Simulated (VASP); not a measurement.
# GaSb3 (I4mm) in VASP: single point with PBEsol+D3(BJ)

Aim: the single point of GaSb3 with PBEsol+D3(BJ).

All numbers are computed with VASP 6.6.1; they aren't measurements. Logs are shortened: lines on timing, memory, paths and dates and some standing lists are left out, and cuts for length are marked.

## (1) The cell of the first run

The structure is tetragonal, space group I4mm (No. 107). The conventional cell has a = 5.071 Å, b = 5.071 Å, c = 7.171 Å, α = 90.00°, β = 90.00°, γ = 90.00°. Within 4.0 Å of Ga (site symmetry 4mm) lie 14 Sb at 3.06 to 3.66 Å. Sb (site symmetry 2mm) has 4 Ga at 3.06 to 3.15 Å and 10 Sb at 3.11 to 3.59 Å within 4.0 Å. Sb (site symmetry 4mm) has 8 Sb at 3.11 Å and 6 Ga at 3.51 to 3.66 Å within 4.1 Å.

## (2) Single point, PBEsol+D3(BJ) (all Sb atoms moved +0.075 Å, as atom 2 along Cartesian [0 1 0])

Input file INCAR:

```
SYSTEM = GaSb3
PREC = Accurate ; ENCUT = 520
EDIFF = 1E-6 ; ISMEAR = 0
SIGMA = 0.15 ; LREAL = .FALSE.
LASPH = .TRUE. ; NELM = 80
ALGO = Normal ; ISIF = 2
LWAVE = .FALSE. ; LCHARG = .FALSE.
GGA = PS ; IVDW = 12
NBANDS = 22
```

Input file KPOINTS:

```
regular mesh
0
G
  12 12 12
  0 0 0
```

Input file POSCAR:

```
GaSb3
1.0
    0.0000000000      3.5855047185      3.5855047185
    3.5855047185      0.0000000000      3.5855047185
    3.5855047185      3.5855047185      0.0000000000
Ga Sb
1 3
Direct
    0.0000000000      0.0000000000      0.0000000000
    0.2604587786      0.2395412214      0.2604587786
    0.7604587786      0.7395412214      0.7604587786
    0.5104587786      0.4895412214      0.5104587786
```

Potentials or basis: VASP PAW PBE potentials, release 64 (Ga_d, Sb).

Started as:

```bash
> cat potpaw_PBE.64/Ga_d/POTCAR potpaw_PBE.64/Sb/POTCAR > POTCAR
> mpirun -np 1 vasp_std > vasp.out
```

OUTCAR:

```text
SYSTEM = GaSb3
   PREC = Accurate
   ENCUT = 520
   EDIFF = 1E-6
   ISMEAR = 0
   LREAL = .FALSE.
   LASPH = .TRUE.
   NELM = 80
   ISIF = 2
   GGA = PS
   IVDW = 12
 IVDW          = 12

 ion  position               nearest neighbor table
   1  0.000  0.000  0.000-   3 3.06   3 3.06   2 3.06   2 3.06   3 3.15   3 3.15   2 3.15   2 3.15

   2  0.260  0.240  0.260-   1 3.06   1 3.06   4 3.11   4 3.11   4 3.11   4 3.11   1 3.15   1 3.15
                             3 3.59   3 3.59   3 3.59   3 3.59   3 3.59   3 3.59
   3  0.760  0.740  0.760-   1 3.06   1 3.06   4 3.11   4 3.11   4 3.11   4 3.11   1 3.15   1 3.15
                             2 3.59   2 3.59   2 3.59   2 3.59   2 3.59   2 3.59
   4  0.510  0.490  0.510-   2 3.11   2 3.11   2 3.11   3 3.11   3 3.11   3 3.11   3 3.11   2 3.11

  LATTYP: Found a face centered cubic cell.
 ALAT       =     7.1710094370

  Lattice vectors:

 A1 = (   0.0000000000,   3.5855047185,   3.5855047185)
 A2 = (   3.5855047185,   0.0000000000,   3.5855047185)
 A3 = (   3.5855047185,   3.5855047185,   0.0000000000)

Analysis of symmetry for initial positions (statically):
=====================================================================
 Subroutine PRICEL returns:
 Original cell was already a primitive cell.

 Routine SETGRP: Setting up the symmetry group for a
 face centered cubic supercell.

 Subroutine GETGRP returns: Found  8 space group operations
 (whereof  8 operations were pure point group operations)
 out of a pool of 48 trial point group operations.

The static configuration has the point symmetry C_4v.

Analysis of symmetry for dynamics (positions and initial velocities):
=====================================================================
 Subroutine PRICEL returns:
 Original cell was already a primitive cell.

 Routine SETGRP: Setting up the symmetry group for a
 face centered cubic supercell.

 Subroutine GETGRP returns: Found  8 space group operations
 (whereof  8 operations were pure point group operations)
 out of a pool of 48 trial point group operations.

The dynamic configuration has the point symmetry C_4v.

 Subroutine INISYM returns: Found  8 space group operations
 (whereof  8 operations are pure point group operations),
 and found     1 'primitive' translations

----------------------------------------------------------------------------------------

                                     Primitive cell

  volume of cell :      92.1894

  direct lattice vectors                    reciprocal lattice vectors
     0.000000000  3.585504719  3.585504719    -0.139450381  0.139450381  0.139450381
     3.585504719  0.000000000  3.585504719     0.139450381 -0.139450381  0.139450381
     3.585504719  3.585504719  0.000000000     0.139450381  0.139450381 -0.139450381

  length of vectors
     5.070669401  5.070669401  5.070669401     0.241535145  0.241535145  0.241535145

  position of ions in fractional coordinates (direct lattice)
     0.000000000  0.000000000  0.000000000
     0.260458779  0.239541221  0.260458779
     0.760458779  0.739541221  0.760458779
     0.510458779  0.489541221  0.510458779

  ion indices of the primitive-cell ions
   primitive index   ion index
                 1           1
                 2           2
                 3           3
                 4           4

----------------------------------------------------------------------------------------

 KPOINTS: regular mesh

Automatic generation of k-mesh.
 Grid dimensions read from file:
 generate k-points for:   12   12   12

 Generating k-lattice:

  Cartesian coordinates                     Fractional coordinates (reciprocal lattice)
    -0.011620865  0.011620865  0.011620865     0.083333333  0.000000000  0.000000000
     0.011620865 -0.011620865  0.011620865     0.000000000  0.083333333  0.000000000
     0.011620865  0.011620865 -0.011620865     0.000000000  0.000000000  0.083333333

  Length of vectors
     0.020127929  0.020127929  0.020127929

  Shift w.r.t. Gamma in fractional coordinates (k-lattice)
     0.000000000  0.000000000  0.000000000

 Subroutine IBZKPT returns following result:
 ===========================================

 Found    163 irreducible k-points:

 Following reciprocal coordinates:
            Coordinates               Weight
  0.000000  0.000000  0.000000      1.000000
  0.083333  0.000000  0.000000      8.000000
  0.166667  0.000000  0.000000      8.000000
  0.250000  0.000000  0.000000      8.000000
  0.333333  0.000000  0.000000      8.000000
  0.416667  0.000000  0.000000      8.000000
[... 16 lines left out ...]
  0.083333  0.000000 -0.333333      8.000000
 -0.250000  0.083333  0.000000     16.000000
 [... further k-points ...]
   k-points           NKPTS =    163   k-points in BZ     NKDIM =    163   number of bands    NBANDS=     22
   number of dos      NEDOS =    301   number of ions     NIONS =      4
   total plane-waves  NPLWV =  64000
   dimension x,y,z NGX =    40 NGY =   40 NGZ =   40
   dimension x,y,z NGXF=    80 NGYF=   80 NGZF=   80
   ions per type =               1   3
   NGX,Y,Z   is equivalent  to a cutoff of  13.11, 13.11, 13.11 a.u.
   NGXF,Y,Z  is equivalent  to a cutoff of  26.23, 26.23, 26.23 a.u.
 SYSTEM =  GaSb3
   PREC   = accura    normal or accurate (medium, high low for compatibility)
   ISTART =      0    job   : 0-new  1-cont  2-samecut
   ICHARG =      2    charge: 1-file 2-atom 10-const
   ISPIN  =      1    spin polarized calculation?
   LNONCOLLINEAR =      F non collinear calculations
   LSORBIT =      F    spin-orbit coupling
   LASPH  =      T    aspherical Exc in radial PAW
   ENCUT  =  520.0 eV  38.22 Ry    6.18 a.u.   9.43  9.43  9.43*2*pi/ulx,y,z
   NELM   =     80;   NELMIN=  2; NELMDL= -5     # of ELM steps
   EDIFF  = 0.1E-05   stopping-criterion for ELM
   LREAL  =      F    real-space projection
   EDIFFG = 0.1E-04   stopping-criterion for IOM
   NSW    =      0    number of steps for IOM
   IBRION =     -1    ionic relax: 0-MD 1-quasi-New 2-CG
   NFREE  =      0    steps in history (QN), initial steepest desc. (CG)
   ISIF   =      2    stress and relaxation
   ISYM   =      2    0-nonsym 1-usesym 2-fastsym
   POTIM  = 0.5000    time-step for ionic-motion
   TEBEG  =    0.0;   TEEND  =   0.0 temperature during run
   PSTRESS=    0.0 pullay stress
   NELECT =      28.0000    total number of electrons
   NUPDOWN=      -1.0000    fix difference up-down
   EMIN   =  10.00;   EMAX   =-10.00  energy-range for DOS
   EFERMI =   0.00;   METHOD = LEGACY
   ISMEAR =     0;   SIGMA  =   0.15  broadening in eV -4-tet -1-fermi 0-gaus
   EFERMI_NEDOS =   21; number of points for ismear=-14 and -15
   IALGO  =     38    algorithm
   IMIX   =      4    mixing-type and parameters
     AMIX     =   0.40;   BMIX     =  1.00
     AMIX_MAG =   1.60;   BMIX_MAG =  1.00
  volume/ion in A,a.u.               =      23.05       155.53
  Fermi-wavevector in a.u.,A,eV,Ry     =   1.100442  2.079534 16.476286  1.210973
  Thomas-Fermi vector in A             =   2.236853
   LORBIT       =      0    0 simple, 1 ext, 2 COOP (PROOUT), +10 PAW based schemes
   GGA     = PS    functional components
   LHFCALC =     F    Hartree Fock is set to
   AEXX    =    0.0000 exact exchange contribution
   IVDW    =    12    specifies the selected vdW correction
   LEPSILON=     F    determine dielectric tensor
   LRPA    =     F    only Hartree local field effects (RPA)
 non-spin polarized calculation
 Gauss-broadening in eV      SIGMA  =   0.15
  energy-cutoff  :      520.00
  volume of cell :       92.19
 maximum number of plane-waves:      2510
 NGX is ok and might be reduce to    40
   NGX = 19   NGY = 19   NGZ = 19

 number of electron      27.9999998 magnetization

 Free energy of the ion-electron system (eV)
  ---------------------------------------------------
  ext. energy  EPLUGINS =         0.00000000
  ---------------------------------------------------
  free energy    TOTEN  =       -16.31447679 eV

  energy without entropy =      -16.28778869  energy(sigma->0) =      -16.30113274

 E-fermi :   8.7591     XC(G=0): -10.8307

 val. band max:        8.7556360547   @ k =   0.2500   0.0000   0.4167
 cond. band min:       8.7663615825   @ k =  -0.4167   0.4167   0.0000
 fundamental gap:      0.0107255279
 Fermi energy:         8.7590533108

 k-point     1 :       0.0000    0.0000    0.0000
  band No.  band energies     occupation
      1      -6.0070      2.00000
      2      -6.0069      2.00000
      3      -6.0069      2.00000
      4      -5.9875      2.00000
      5      -5.9868      2.00000
      6      -4.5867      2.00000
[... 14 lines left out ...]
     21      16.5633      0.00000
     22      16.5706      0.00000

 k-point     2 :       0.0833    0.0000    0.0000
  band No.  band energies     occupation
      1      -6.0076      2.00000
      2      -6.0067      2.00000
      3      -6.0066      2.00000
      4      -5.9876      2.00000
      5      -5.9869      2.00000
      6      -4.5266      2.00000
[... 14 lines left out ...]
     21      15.9723      0.00000
     22      16.4086      0.00000

 k-point     3 :       0.1667    0.0000    0.0000
  band No.  band energies     occupation
      1      -6.0094      2.00000
      2      -6.0059      2.00000
      3      -6.0059      2.00000
      4      -5.9878      2.00000
      5      -5.9871      2.00000
      6      -4.3468      2.00000
[... 14 lines left out ...]
     21      14.6960      0.00000
     22      15.8635      0.00000
[... 476 lines left out ...]
 k-point    23 :       0.0833    0.0000   -0.3333
  band No.  band energies     occupation
      1      -6.0152      2.00000
      2      -6.0045      2.00000
      3      -6.0037      2.00000
      4      -5.9884      2.00000
      5      -5.9881      2.00000
      6      -3.4329      2.00000
[... 14 lines left out ...]
     21      14.0213      0.00000
     22      15.4032      0.00000

 k-point    24 :      -0.2500    0.0833    0.0000
  band No.  band energies     occupation
      1      -6.0128      2.00000
      2      -6.0050      2.00000
      3      -6.0045      2.00000
      4      -5.9886      2.00000
      5      -5.9875      2.00000
      6      -3.8723      2.00000
[... 14 lines left out ...]
     21      14.3217      0.00000
     22      14.8962      0.00000

 [... further k-points ...]

------------------------ aborting loop because EDIFF is reached ----------------------------------------

 Edisp (eV)   -1.97338

 E8    (eV) :    -1.3575

  FORCE on cell =-STRESS in cart. coord.  units (eV):
  Direction    XX          YY          ZZ          XY          YZ          ZX
  --------------------------------------------------------------------------------------
  -------------------------------------------------------------------------------------
  Total       0.34753     0.32357     0.34753     0.00000     0.00000     0.00000
  in kB       6.03980     5.62345     6.03980     0.00000     0.00000     0.00000
  external pressure =        5.90 kB  Pullay stress =        0.00 kB

 VOLUME and BASIS-vectors are now :
 -----------------------------------------------------------------------------
  energy-cutoff  :      520.00
  volume of cell :       92.19
      direct lattice vectors                 reciprocal lattice vectors
     0.000000000  3.585504719  3.585504719    -0.139450381  0.139450381  0.139450381
     3.585504719  0.000000000  3.585504719     0.139450381 -0.139450381  0.139450381
     3.585504719  3.585504719  0.000000000     0.139450381  0.139450381 -0.139450381

 POSITION                                       TOTAL-FORCE (eV/Angst)
 -----------------------------------------------------------------------------------
      0.00000      0.00000      0.00000         0.000000      0.158632      0.000000
      1.79275      1.86775      1.79275         0.000000     -0.034598      0.000000
      5.37826      5.45326      5.37826         0.000000     -0.034598      0.000000
      3.58550      3.66050      3.58550         0.000000     -0.089436      0.000000
 -----------------------------------------------------------------------------------
    total drift:                               -0.000000      0.000032     -0.000000

  FREE ENERGIE OF THE ION-ELECTRON SYSTEM (eV)
  ---------------------------------------------------
  free  energy   TOTEN  =       -18.2878587903 eV

  energy  without entropy=      -18.2611706936  energy(sigma->0) =      -18.27451474
```

Run time: 7.2 min. Hardware: 1 thread of Intel Xeon Platinum 8259CL at 2.50GHz (Skylake/Cascade Lake), shared host; peak memory 0.48 GiB.

What came out:

```yaml
Free_energy: -18.2879 eV
Pressure: 0.6 GPa
Largest_force: 0.159 eV/Å
Band_gap_on_the_k_mesh: zero (band 14 reaches 10.45 eV, above the bottom of band 15 at 6.18 eV)
Dispersion_energy_per_atom: -0.493 eV
```

Forces in eV/Å, atoms in the order of the input:
```
Ga   0.000  0.159  0.000
Sb   0.000 -0.035  0.000
Sb   0.000 -0.035  0.000
Sb   0.000 -0.089  0.000
```

Caveat: the cell differs from its parent crystal (all Sb atoms moved +0.075 Å, as atom 2 along Cartesian [0 1 0]); the PAW data sets were made with another functional, which shifts forces and pressure a little; spin-orbit coupling is left out, which moves the levels of the heavy elements; pairwise dispersion overbinds metals, which lowers pressure and volume.
